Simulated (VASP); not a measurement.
Crystal: BAs.

```xyz
2
Lattice="0.0000 2.4043 2.4043 2.4043 0.0000 2.4043 2.4043 2.4043 0.0000" Properties=species:S:1:pos:R:3 pbc="T T T"
As    3.6065    3.6065    3.6065
B     0.0000    0.0000    0.0000
```

Program: VASP 6.6.1. Alike in all runs: task single point; no spin polarisation; cell as given; cutoff (eV) 520; smearing fermi-dirac 0.05 eV.

**Question.** Order these runs on this cell by their band gap on the k mesh, lowest first.
A. level LDA; potentials or basis VASP PAW LDA potentials, release 64 (As, B); k mesh 10 × 10 × 10
B. level r2SCAN+rVV10; potentials or basis VASP PAW PBE potentials, release 64 (As, B); k mesh 10 × 10 × 10
C. level PBEsol-based screened hybrid; potentials or basis VASP PAW PBE potentials, release 64 (As, B); k mesh 5 × 5 × 5; grid for exact exchange (PRECFOCK) Normal; share of exact exchange 0.25; screening parameter 0.207 1/Å

**Answer.** A (1.14 eV), B (1.35 eV), C (1.81 eV).

Caveats: some runs use coarse meshes.

A k mesh can miss the band edges, odd and even meshes differently.
